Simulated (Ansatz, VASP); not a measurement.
Sc: VASP beside Ansatz

The input INCAR:

```
ALGO = Normal
EDIFF = 1E-8
ENCUT = 520
GGA = PE
ISIF = 2
ISMEAR = -1
LASPH = T
LCHARG = F
LEFG = T
LREAL = F
LWAVE = F
NBANDS = 12
NELM = 60
PREC = Accurate
SIGMA = 0.03
```

Contents of KPOINTS:

```
k-points
0
Gamma
  15 15 15
```

Contents of POSCAR:

```
Sc
1.0
    0.0000000000      2.2705000000      2.2705000000
    2.2705000000      0.0000000000      2.2705000000
    2.2705000000      2.2705000000      0.0000000000
Sc
1
Direct
    0.0000000000      0.0000000000      0.0000000000
```

Input for Ansatz:

```yaml
crystal:
  lattice:
    - [0.0, 2.2705, 2.2705]
    - [2.2705, 0.0, 2.2705]
    - [2.2705, 2.2705, 0.0]
  atoms:
    - { symbol: Sc, position: [0.0, 0.0, 0.0] }
kpoints:
  mp_grid: { grid: [15, 15, 15] }
  band_path:
    path:
      - [0.0, 0.0, 0.0]
      - [0.5, 0.0, 0.5]
      - [0.625, 0.25, 0.625]
      - [0.375, 0.375, 0.75]
      - [0.0, 0.0, 0.0]
      - [0.5, 0.5, 0.5]
      - [0.5, 0.25, 0.75]
      - [0.5, 0.0, 0.5]
    npoints: 8
scf:
  occupations: { method: fermi_dirac, width: 0.03 }
hamiltonian:
  xc: pbe
  pseudopotentials: { kind: paw }
output:
  forces: true
  stress: true
  eigenvalues: true
  efg: { contact_densities: true }
  populations: true
  bader: true
  dos: { projected: true, de: 0.2, e_range: [-14, 8] }
```

Alike in both runs: task electric field gradients; functional PBE; k mesh 15 × 15 × 15; occupations fermi-dirac, width 0.03 eV; no spin polarisation.

```csv
,VASP,Ansatz
version,VASP 6.6.1,Ansatz 0.2.0
potentials or method,"VASP PAW PBE potentials, release 64 (Sc_sv)","PAW with Ansatz's default frozen-core files, scalar-relativistic"
plane-wave cutoff (eV),520,420
valence electrons in the cell,11,11
```

Ansatz gave:

```
pressure (GPa) : 2.8
```

What did VASP give for the same quantities?

Pressure (GPa): 2.9.
